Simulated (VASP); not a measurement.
# Te: single point with PBEsol

Crystal: Te.

```
Te
1.0
     4.02039    0.00000    0.00000
    -2.01020    3.48176    0.00000
     0.00000    0.00000    8.56866
Te
4
Cartesian
  4.0204 0.0000 0.0000
  4.0204 0.0000 4.2843
  0.0000 2.3212 2.1422
  2.0102 1.1606 6.4265
```

This isn't the form of Te at room conditions, which is trigonal, of chains.

```json
{"Program": "VASP 6.6.1", "Task": "single point", "Functional": "PBEsol", "Potentials or basis": "VASP PAW PBE potentials, release 64 (Te)", "Cutoff": "520 eV", "k mesh": "10 × 10 × 4", "Occupations": "fermi-dirac, width 0.1 eV", "Spin": "no spin polarisation", "Dipole correction": "no", "Further INCAR settings": "ALGO = Normal; EDIFF = 1e-06; NBANDS = 20"}
```

The pressure is 0.1 GPa and the band gap on the k mesh is zero (bands 12 and 13 overlap by 2.20 eV).

Stress tensor (GPa, compression positive):
```
 0.16  0.00  0.00
 0.00  0.16  0.00
 0.00  0.00 -0.16
```

Levels at points of the mesh, in eV from the Fermi level:
```csv
k point,band 9,band 10,band 11,band 12,band 13,band 14,band 15,band 16
"(0.00, 0.00, 0.00)",-0.79,-0.69,-0.46,-0.46,-0.32,1.15,1.15,2.94
"(0.50, 0.00, 0.00)",-2.10,-2.08,-1.97,-1.54,-1.49,1.71,2.32,2.69
"(0.00, 0.00, 0.50)",-1.57,-1.57,0.52,0.52,0.52,0.52,1.65,1.65
"(0.50, 0.00, 0.50)",-3.01,-3.01,0.24,0.24,0.71,0.71,0.95,0.95
```

Run time: 33 s on 1 thread of Intel(R) Xeon(R) 6975P-C (Granite Rapids), on a shared host, peak memory 0.26 GiB.

Caveat: the PAW data sets were made with another functional, which shifts forces and pressure a little; spin-orbit coupling is left out, which moves the levels of the heavy elements.
